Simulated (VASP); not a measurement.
# LiF (P6_3mc) in VASP: further runs

Runs on LiF. Level: LDA. Tasks: single point.

All numbers are computed with VASP 6.6.1; they aren't measurements. Logs are shortened: lines on timing, memory, paths and dates and some standing lists are left out, and cuts for length are marked.

### 1 The cell of the first run

It takes space group P6_3mc (No. 186, hexagonal). The conventional cell has a = 2.983 Å, b = 2.983 Å, c = 4.807 Å, α = 90.00°, β = 90.00°, γ = 120.00°. Within 2.3 Å of Li (site symmetry 3m) lie 4 F at 1.76 to 2.02 Å. Within 2.3 Å of F (site symmetry 3m) lie 4 Li at 1.76 to 2.02 Å.

### 2 Single point, LDA (c/a of the conventional cell at fixed volume 1.6114)

INCAR reads:

```
PREC = Accurate ; ENCUT = 520
EDIFF = 1E-6 ; ISMEAR = 0
SIGMA = 0.05 ; LREAL = False
LASPH = True ; NELM = 80
ALGO = Normal ; ISIF = 2
LWAVE = False ; LCHARG = False
NBANDS = 18
```

KPOINTS reads:

```
Automatic mesh
0
Gamma
  9 9 6
```

POSCAR reads:

```
LiF
1.0
    2.9830981508      0.0000000000      0.0000000000
   -1.4915490754      2.5834387805      0.0000000000
    0.0000000000      0.0000000000      4.8069643601
Li F
2 2
Direct
    0.3333333333      0.6666666667      0.4120529761
    0.6666666667      0.3333333333      0.9120529761
    0.3333333333      0.6666666667      0.9910195924
    0.6666666667      0.3333333333      0.4910195924
```

Potentials or basis: VASP PAW LDA potentials, release 64 (Li_sv, F).

Launch:

```sh
$ cat potpaw_LDA.64/Li_sv/POTCAR potpaw_LDA.64/F/POTCAR > POTCAR
$ mpirun -np 1 vasp_std > vasp.out
```

OUTCAR:

```text
PREC = Accurate
   ENCUT = 520
   EDIFF = 1E-6
   ISMEAR = 0
   LREAL = False
   LASPH = True
   NELM = 80
   ISIF = 2

 ion  position               nearest neighbor table
   1  0.333  0.667  0.412-   4 1.76   4 1.76   4 1.76   3 2.02
   2  0.667  0.333  0.912-   3 1.76   3 1.76   3 1.76   4 2.02
   3  0.333  0.667  0.991-   2 1.76   2 1.76   2 1.76   1 2.02
   4  0.667  0.333  0.491-   1 1.76   1 1.76   1 1.76   2 2.02

  LATTYP: Found a hexagonal cell.
 ALAT       =     2.9830981508
 C/A-ratio  =     1.6114000000

  Lattice vectors:

 A1 = (   2.9830981508,   0.0000000000,   0.0000000000)
 A2 = (  -1.4915490754,   2.5834387805,   0.0000000000)
 A3 = (   0.0000000000,   0.0000000000,   4.8069643601)

Analysis of symmetry for initial positions (statically):
=====================================================================
 Subroutine PRICEL returns:
 Original cell was already a primitive cell.

 Routine SETGRP: Setting up the symmetry group for a
 hexagonal supercell.

 Subroutine GETGRP returns: Found 12 space group operations
 (whereof  6 operations were pure point group operations)
 out of a pool of 24 trial point group operations.

The static configuration has the point symmetry C_3v.
 The point group associated with its full space group is C_6v.

Analysis of symmetry for dynamics (positions and initial velocities):
=====================================================================
 Subroutine PRICEL returns:
 Original cell was already a primitive cell.

 Routine SETGRP: Setting up the symmetry group for a
 hexagonal supercell.

 Subroutine GETGRP returns: Found 12 space group operations
 (whereof  6 operations were pure point group operations)
 out of a pool of 24 trial point group operations.

The dynamic configuration has the point symmetry C_3v.
 The point group associated with its full space group is C_6v.

 Subroutine INISYM returns: Found 12 space group operations
 (whereof  6 operations are pure point group operations),
 and found     1 'primitive' translations

----------------------------------------------------------------------------------------

                                     Primitive cell

  volume of cell :      37.0456

  direct lattice vectors                    reciprocal lattice vectors
     2.983098151  0.000000000  0.000000000     0.335221957  0.193540487  0.000000000
    -1.491549075  2.583438780  0.000000000     0.000000000  0.387080974  0.000000000
     0.000000000  0.000000000  4.806964360     0.000000000  0.000000000  0.208031499

  length of vectors
     2.983098151  2.983098151  4.806964360     0.387080974  0.387080974  0.208031499

  position of ions in fractional coordinates (direct lattice)
     0.333333333  0.666666667  0.412052976
     0.666666667  0.333333333  0.912052976
     0.333333333  0.666666667  0.991019592
     0.666666667  0.333333333  0.491019592

  ion indices of the primitive-cell ions
   primitive index   ion index
                 1           1
                 2           2
                 3           3
                 4           4

----------------------------------------------------------------------------------------

 KPOINTS: Automatic mesh

Automatic generation of k-mesh.
 Grid dimensions read from file:
 generate k-points for:    9    9    6

 Generating k-lattice:

  Cartesian coordinates                     Fractional coordinates (reciprocal lattice)
     0.037246884  0.021504499  0.000000000     0.111111111  0.000000000  0.000000000
     0.000000000  0.043008997  0.000000000     0.000000000  0.111111111  0.000000000
     0.000000000  0.000000000  0.034671916     0.000000000  0.000000000  0.166666667

  Length of vectors
     0.043008997  0.043008997  0.034671916

  Shift w.r.t. Gamma in fractional coordinates (k-lattice)
     0.000000000  0.000000000  0.000000000

 Subroutine IBZKPT returns following result:
 ===========================================

 Found     48 irreducible k-points:

 Following reciprocal coordinates:
            Coordinates               Weight
  0.000000  0.000000  0.000000      1.000000
  0.111111  0.000000  0.000000      6.000000
  0.222222  0.000000  0.000000      6.000000
  0.333333  0.000000  0.000000      6.000000
  0.444444  0.000000  0.000000      6.000000
  0.111111  0.111111  0.000000      6.000000
[... 16 lines left out ...]
  0.333333  0.222222  0.166667     24.000000
  0.333333  0.333333  0.166667      4.000000
 [... further k-points ...]
   k-points           NKPTS =     48   k-points in BZ     NKDIM =     48   number of bands    NBANDS=     18
   number of dos      NEDOS =    301   number of ions     NIONS =      4
   total plane-waves  NPLWV =  20736
   dimension x,y,z NGX =    24 NGY =   24 NGZ =   36
   dimension x,y,z NGXF=    48 NGYF=   48 NGZF=   72
   ions per type =               2   2
   NGX,Y,Z   is equivalent  to a cutoff of  13.38, 13.38, 12.45 a.u.
   NGXF,Y,Z  is equivalent  to a cutoff of  26.75, 26.75, 24.90 a.u.
 SYSTEM =  unknown system
   PREC   = accura    normal or accurate (medium, high low for compatibility)
   ISTART =      0    job   : 0-new  1-cont  2-samecut
   ICHARG =      2    charge: 1-file 2-atom 10-const
   ISPIN  =      1    spin polarized calculation?
   LNONCOLLINEAR =      F non collinear calculations
   LSORBIT =      F    spin-orbit coupling
   LASPH  =      T    aspherical Exc in radial PAW
   ENCUT  =  520.0 eV  38.22 Ry    6.18 a.u.   5.55  5.55  8.94*2*pi/ulx,y,z
   NELM   =     80;   NELMIN=  2; NELMDL= -5     # of ELM steps
   EDIFF  = 0.1E-05   stopping-criterion for ELM
   LREAL  =      F    real-space projection
   EDIFFG = 0.1E-04   stopping-criterion for IOM
   NSW    =      0    number of steps for IOM
   IBRION =     -1    ionic relax: 0-MD 1-quasi-New 2-CG
   NFREE  =      0    steps in history (QN), initial steepest desc. (CG)
   ISIF   =      2    stress and relaxation
   ISYM   =      2    0-nonsym 1-usesym 2-fastsym
   POTIM  = 0.5000    time-step for ionic-motion
   TEBEG  =    0.0;   TEEND  =   0.0 temperature during run
   PSTRESS=    0.0 pullay stress
   NELECT =      20.0000    total number of electrons
   NUPDOWN=      -1.0000    fix difference up-down
   EMIN   =  10.00;   EMAX   =-10.00  energy-range for DOS
   EFERMI =   0.00;   METHOD = LEGACY
   ISMEAR =     0;   SIGMA  =   0.05  broadening in eV -4-tet -1-fermi 0-gaus
   EFERMI_NEDOS =   21; number of points for ismear=-14 and -15
   IALGO  =     38    algorithm
   IMIX   =      4    mixing-type and parameters
     AMIX     =   0.40;   BMIX     =  1.00
     AMIX_MAG =   1.60;   BMIX_MAG =  1.00
  volume/ion in A,a.u.               =       9.26        62.50
  Fermi-wavevector in a.u.,A,eV,Ry     =   1.333028  2.519058 24.177060  1.776964
  Thomas-Fermi vector in A             =   2.461918
   LORBIT       =      0    0 simple, 1 ext, 2 COOP (PROOUT), +10 PAW based schemes
   GGA     = CA    functional components
   LHFCALC =     F    Hartree Fock is set to
   AEXX    =    0.0000 exact exchange contribution
   IVDW    =     0    specifies the selected vdW correction
   LEPSILON=     F    determine dielectric tensor
   LRPA    =     F    only Hartree local field effects (RPA)
 non-spin polarized calculation
 Gauss-broadening in eV      SIGMA  =   0.05
  energy-cutoff  :      520.00
  volume of cell :       37.05
 maximum number of plane-waves:      1032
 NGX is ok and might be reduce to    24

 number of electron      20.0000033 magnetization

 Free energy of the ion-electron system (eV)
  ---------------------------------------------------
  ext. energy  EPLUGINS =         0.00000000
  ---------------------------------------------------
  free energy    TOTEN  =       -20.70760385 eV

  energy without entropy =      -20.70760385  energy(sigma->0) =      -20.70760385

 E-fermi :  -1.9932     XC(G=0):  -9.8618

 val. band max:       -2.3211269928   @ k =   0.0000   0.0000   0.0000
 cond. band min:       5.4042051748   @ k =   0.0000   0.0000   0.0000
 fundamental gap:      7.7253321676
 Fermi energy:        -1.9932039877

 k-point     1 :       0.0000    0.0000    0.0000
  band No.  band energies     occupation
      1     -41.5616      2.00000
      2     -41.5087      2.00000
      3     -21.5625      2.00000
      4     -21.2314      2.00000
      5      -5.0103      2.00000
      6      -3.0005      2.00000
[... 10 lines left out ...]
     17      17.4439      0.00000
     18      17.7487      0.00000

 k-point     2 :       0.1111    0.0000    0.0000
  band No.  band energies     occupation
      1     -41.5548      2.00000
      2     -41.5050      2.00000
      3     -21.5496      2.00000
      4     -21.2373      2.00000
      5      -4.9184      2.00000
      6      -3.1414      2.00000
[... 10 lines left out ...]
     17      17.7343      0.00000
     18      17.8583      0.00000

 k-point     3 :       0.2222    0.0000    0.0000
  band No.  band energies     occupation
      1     -41.5372      2.00000
      2     -41.4955      2.00000
      3     -21.5134      2.00000
      4     -21.2523      2.00000
      5      -4.6728      2.00000
      6      -3.5499      2.00000
[... 10 lines left out ...]
     17      17.9240      0.00000
     18      18.1863      0.00000

 k-point     4 :       0.3333    0.0000    0.0000
  band No.  band energies     occupation
      1     -41.5159      2.00000
      2     -41.4859      2.00000
      3     -21.4625      2.00000
      4     -21.2773      2.00000
      5      -4.4609      2.00000
      6      -3.8946      2.00000
[... 375 lines left out ...]
      4     -21.3016      2.00000
      5      -4.4240      2.00000
      6      -4.1713      2.00000
[... 10 lines left out ...]
     17      17.1607      0.00000
     18      19.1314      0.00000

 k-point    23 :       0.3333    0.2222    0.1667
  band No.  band energies     occupation
      1     -41.4914      2.00000
      2     -41.4813      2.00000
      3     -21.3861      2.00000
      4     -21.3261      2.00000
      5      -4.7171      2.00000
      6      -3.9719      2.00000
[... 10 lines left out ...]
     17      16.4632      0.00000
     18      19.1694      0.00000

 k-point    24 :       0.3333    0.3333    0.1667
  band No.  band energies     occupation
      1     -41.4837      2.00000
      2     -41.4837      2.00000
      3     -21.3529      2.00000
      4     -21.3529      2.00000
      5      -4.8259      2.00000
      6      -3.8993      2.00000
[... 10 lines left out ...]
     17      16.0702      0.00000
     18      19.4318      0.00000

 [... further k-points ...]
[... 5 lines left out ...]
  --------------------------------------------------------------------------------------
  -------------------------------------------------------------------------------------
  Total        1.0758413      1.0758413     -1.2304873      0.0000000     -0.0000000      0.0000000
  in kB       46.5288345     46.5288345    -53.2170870      0.0000000     -0.0000000      0.0000000
  external PRESSURE =      13.2801940 kB  Pullay stress =       0.0000000 kB

 VOLUME and BASIS-vectors are now :
 -----------------------------------------------------------------------------
  energy-cutoff  :      520.00
  volume of cell :       37.05
      direct lattice vectors                 reciprocal lattice vectors
     2.983098151  0.000000000  0.000000000     0.335221957  0.193540487  0.000000000
    -1.491549075  2.583438780  0.000000000     0.000000000  0.387080974  0.000000000
     0.000000000  0.000000000  4.806964360     0.000000000  0.000000000  0.208031499

 POSITION                                       TOTAL-FORCE (eV/Angst)
 -----------------------------------------------------------------------------------
     -0.00000      1.72229      1.98072         0.000000     -0.000000     -0.391704
      1.49155      0.86115      4.38421        -0.000000      0.000000     -0.391704
     -0.00000      1.72229      4.76380        -0.000000     -0.000000      0.391704
      1.49155      0.86115      2.36031         0.000000      0.000000      0.391704
 -----------------------------------------------------------------------------------
    total drift:                                0.000001      0.000001      0.001046

  FREE ENERGIE OF THE ION-ELECTRON SYSTEM (eV)
  ---------------------------------------------------
  free  energy   TOTEN  =       -20.7076038458 eV

  energy  without entropy=      -20.7076038458  energy(sigma->0) =      -20.70760385
```

It used 33 s of CPU time on 1 thread of AMD EPYC 7R13 Processor (Zen 3), with other jobs on the host.

Results:

| Property | Result |
| --- | --- |
| Free energy | -20.7076 eV |
| Largest force | 0.392 eV/Å |
| Band gap on the k mesh | 7.73 eV, direct |

Forces in eV/Å, atoms in the order of the input:
```
Li   0.000  0.000 -0.392
Li   0.000  0.000 -0.392
F    0.000  0.000  0.392
F    0.000  0.000  0.392
```

Caveat: the cutoff is under 1.25 times the usual one of these potentials, so pressure, stress and relaxed cells hold a basis-set (Pulay) error. A k mesh can miss the band edges.

### 3 Single point, LDA (c/a of the conventional cell at fixed volume 1.5622)

INCAR reads:

```
SYSTEM = LiF
  PREC = Accurate
  ENCUT = 520
  EDIFF = 1E-7
  ISMEAR = 0
  SIGMA = 0.05
  LREAL = .FALSE.
  LASPH = .TRUE.
  NELM = 60
  ALGO = Normal
  ISIF = 2
  LWAVE = .FALSE.
  LCHARG = .FALSE.
  NBANDS = 18
```

KPOINTS reads:

```
regular mesh
0
G
  9 9 6
  0 0 0
```

POSCAR reads:

```
LiF
1.0
    3.0140916337      0.0000000000      0.0000000000
   -1.5070458168      2.6102799241      0.0000000000
    0.0000000000      0.0000000000      4.7086139501
Li F
2 2
Direct
    0.3333333333      0.6666666667      0.3559038391
    0.6666666667      0.3333333333      0.8559038391
    0.3333333333      0.6666666667      0.9910195924
    0.6666666667      0.3333333333      0.4910195924
```

Potentials or basis: VASP PAW LDA potentials, release 64 (Li_sv, F).

Launch:

```sh
$ cat potpaw_LDA.64/Li_sv/POTCAR potpaw_LDA.64/F/POTCAR > POTCAR
$ mpirun -np 1 vasp_std > vasp.out
```

It used 63 s of CPU time on 1 thread of AMD EPYC 7R13 Processor (Zen 3) (shared host).

The run converged. Its results:

```yaml
Free_energy: -20.7507 eV
Largest_force: 0.591 eV/Å
Band_gap_on_the_k_mesh: 7.96 eV, direct
```

Forces on the atoms (eV/Å):
```
Li   0.000  0.000  0.591
Li   0.000  0.000  0.591
F    0.000  0.000 -0.591
F    0.000  0.000 -0.591
```

Levels at points of the mesh, in eV from the valence-band top:
| k point | band 8 | band 9 | band 10 | band 11 | band 12 | band 13 |
| --- | --- | --- | --- | --- | --- | --- |
| (0.00, 0.00, 0.00) | -0.03 | 0.00 | 0.00 | 7.96 | 12.26 | 15.66 |
| (0.00, 0.00, 0.50) | -0.19 | -0.19 | -0.19 | 9.60 | 9.60 | 18.14 |

Caveat: the cutoff is under 1.25 times the usual one of these potentials, so pressure, stress and relaxed cells hold a basis-set (Pulay) error. A k mesh can miss the band edges.

### 4 Single point, LDA (c/a of the conventional cell at fixed volume 1.5622)

INCAR reads:

```
SYSTEM = LiF
PREC = Accurate
ENCUT = 520
EDIFF = 1E-7
ISMEAR = 0
SIGMA = 0.05
LREAL = .FALSE.
LASPH = .TRUE.
NELM = 100
ALGO = Normal
ISIF = 2
LWAVE = .FALSE.
LCHARG = .TRUE.
GGA = CA
LELF = .TRUE.
LVHAR = .TRUE.
NBANDS = 18
```

KPOINTS is that of step 3.

Edit POSCAR of step 3 so:

```diff
@@ -8,4 +8,4 @@
 Direct
-    0.3333333333      0.6666666667      0.3559038391
-    0.6666666667      0.3333333333      0.8559038391
+    0.3333333333      0.6666666667      0.4120529761
+    0.6666666667      0.3333333333      0.9120529761
     0.3333333333      0.6666666667      0.9910195924
```

Launch:

```sh
$ cat potpaw_LDA.64/Li_sv/POTCAR potpaw_LDA.64/F/POTCAR > POTCAR
$ mpirun -np 1 vasp_std > vasp.out
```

It used 77 s of CPU time on 1 thread of AMD EPYC 7R13 Processor (Zen 3), on a shared host.

Results (log left out):

```yaml
Free_energy: -20.7496 eV
Largest_force: 0.319 eV/Å
Band_gap_on_the_k_mesh: 7.70 eV, direct
```

Forces on the atoms (eV/Å):
```
Li   0.000  0.000 -0.319
Li   0.000  0.000 -0.319
F    0.000  0.000  0.319
F    0.000  0.000  0.319
```

Levels at points of the mesh, in eV from the valence-band top:
```
           k point  band 6  band 7  band 8  band 9  band 10  band 11  band 12  band 13  band 14  band 15
(0.00, 0.00, 0.00)   -0.77   -0.77   -0.42   -0.42     0.00     7.70    12.08    15.55    18.37    18.37
(0.00, 0.00, 0.50)   -1.46   -0.59   -0.59   -0.59    -0.59     9.54     9.54    17.55    17.55    18.66
```

Caveat: the cutoff is under 1.25 times the usual one of these potentials, so pressure, stress and relaxed cells hold a basis-set (Pulay) error.

### 5 Single point, LDA (c/a of the conventional cell at fixed volume 1.5130)

INCAR reads:

```
PREC = Accurate ; ENCUT = 520
EDIFF = 1E-6 ; ISMEAR = 0
SIGMA = 0.05 ; LREAL = F
LASPH = T ; NELM = 100
ALGO = Normal ; ISIF = 2
LWAVE = F ; LCHARG = F
NBANDS = 18
```

KPOINTS reads:

```
Automatic mesh
0
Gamma
  9 9 6
```

POSCAR reads:

```
LiF
1.0
    3.0464146835      0.0000000000      0.0000000000
   -1.5232073417      2.6382725064      0.0000000000
    0.0000000000      0.0000000000      4.6092254161
Li F
2 2
Direct
    0.3333333333      0.6666666667      0.3746202181
    0.6666666667      0.3333333333      0.8746202181
    0.3333333333      0.6666666667      0.9910195924
    0.6666666667      0.3333333333      0.4910195924
```

Launch:

```sh
$ cat potpaw_LDA.64/Li_sv/POTCAR potpaw_LDA.64/F/POTCAR > POTCAR
$ mpirun -np 1 vasp_std > vasp.out
```

It used 39 s of CPU time on 1 thread of AMD EPYC 7R13 Processor (Zen 3), on a shared host.

The run converged. Its results:

- Free energy: -20.7930 eV
- Largest force: 0.276 eV/Å
- Band gap on the k mesh: 7.85 eV, direct

Forces on the atoms (eV/Å):
```
Li   0.000  0.000  0.276
Li   0.000  0.000  0.276
F    0.000  0.000 -0.276
F    0.000  0.000 -0.276
```

Levels at points of the mesh, in eV from the valence-band top:
```
           k point  band 6  band 7  band 8  band 9  band 10  band 11  band 12  band 13  band 14  band 15
(0.00, 0.00, 0.00)   -0.60   -0.60   -0.18   -0.18     0.00     7.85    12.34    15.79    18.32    18.32
(0.00, 0.00, 0.50)   -1.27   -0.39   -0.39   -0.39    -0.39     9.60     9.60    18.15    18.15    18.61
```

Caveat: the cutoff is under 1.25 times the usual one of these potentials, so pressure, stress and relaxed cells hold a basis-set (Pulay) error.

### 6 Overview

| cell | gap on the mesh (eV) | largest force (eV/Å) |
| --- | --- | --- |
| a = 2.983, b = 2.983, c = 4.807 Å, angles 90.0, 90.0, 120.0°, 4 atoms | 7.73 | 0.39 |
| a = 3.014, b = 3.014, c = 4.709 Å, angles 90.0, 90.0, 120.0°, 4 atoms | 7.70 | 0.32 |
| a = 3.046, b = 3.046, c = 4.609 Å, angles 90.0, 90.0, 120.0°, 4 atoms | 7.85 | 0.28 |

Some of these runs hold the atoms at other places in the same cell, which the table doesn't show; runs alike in all that it shows share one row.

Alike in all rows: task single point; level LDA; potentials or basis VASP PAW LDA potentials, release 64 (Li_sv, F); no spin polarisation; k mesh 9 × 9 × 6; cutoff (eV) 520; smearing gaussian 0.05 eV.

Caveats: the cutoff is under 1.25 times the usual one of these potentials, so pressure, stress and relaxed cells hold a basis-set (Pulay) error.

Total energies depend on the potentials used, so only differences within one code and one set of settings carry meaning.
